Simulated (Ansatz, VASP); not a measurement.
Two plane-wave programs on GaN

```
Ga N
1.0
     0.00000    2.22770    2.22770
     2.22770    0.00000    2.22770
     2.22770    2.22770    0.00000
Ga N
1 1
Direct
  0.00000 0.00000 0.00000
  0.75000 0.75000 0.75000
```

Alike in both runs: functional LDA; k mesh 10 × 10 × 10; occupations gaussian, width 0.02 eV; no spin polarisation.

Ansatz relaxed the structure, and its values are those at the end. VASP's run is a single point on that final structure, the one shown.

```csv
,VASP,Ansatz
version,VASP 6.6.1,Ansatz 0.2.0
potentials or method,"VASP PAW LDA potentials, release 64 (Ga_d, N_h), cutoff 910 eV","scalar-relativistic, plane waves, PAW"
valence electrons in the cell,18,18
```

VASP gave:

| Quantity | Value |
| --- | --- |
| gap on the k mesh at the Fermi level (eV) | 1.97 |
| least direct gap on the mesh (eV) | 1.97 |

Task: What did Ansatz give for the same quantities?

Result: gap on the k mesh at the Fermi level (eV): 1.96; least direct gap on the mesh (eV): 1.96.

LDA's correlation is that of Perdew and Zunger in VASP and of Perdew and Wang (1992) in Ansatz.

Noted on VASP's run: the cutoff is short for stress, so the pressure is rough.
